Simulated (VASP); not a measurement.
Write the native input for VASP 6.6.1 that does the following.

```
Task                   : single point
Functional             : LDA
Potentials or basis    : VASP PAW LDA potentials, release 64 (Cu)
Cutoff                 : 520 eV
k mesh                 : 18 × 18 × 18
Occupations            : fermi-dirac, width 0.1 eV
Spin                   : no spin polarisation
Dipole correction      : no
Further INCAR settings : ALGO = Normal; EDIFF = 1e-06; NBANDS = 12
```

The structure of Cu lies in POSCAR:

```
Cu
1.0
   -1.3789685988      1.3789685988      1.3789685988
    1.3789685988     -1.3789685988      1.3789685988
    1.3789685988      1.3789685988     -1.3789685988
Cu
1
Direct
    0.0000000000      0.0000000000      0.0000000000
```

This cell differs from its parent crystal: volume scaled by 0.96.

The input as run:

INCAR

```
ALGO = Normal
EDIFF = 1E-6
ENCUT = 520
ISIF = 2
ISMEAR = -1
LASPH = True
LCHARG = False
LREAL = False
LWAVE = False
NBANDS = 12
NELM = 60
PREC = Accurate
SIGMA = 0.1
```

KPOINTS

```
k-points
0
Gamma
  18 18 18
```

Potentials or basis: VASP PAW LDA potentials, release 64 (Cu).

Run with:

```bash
$ cat potpaw_LDA.64/Cu/POTCAR > POTCAR
$ mpirun -np 1 vasp_std > vasp.out
```

Results of the run:

```json
{
  "Pressure": "9.4 GPa"
}
```

It took 10 s on 1 thread of Intel(R) Xeon(R) 6975P-C (Granite Rapids), with other jobs on the host, peak memory 0.13 GiB.
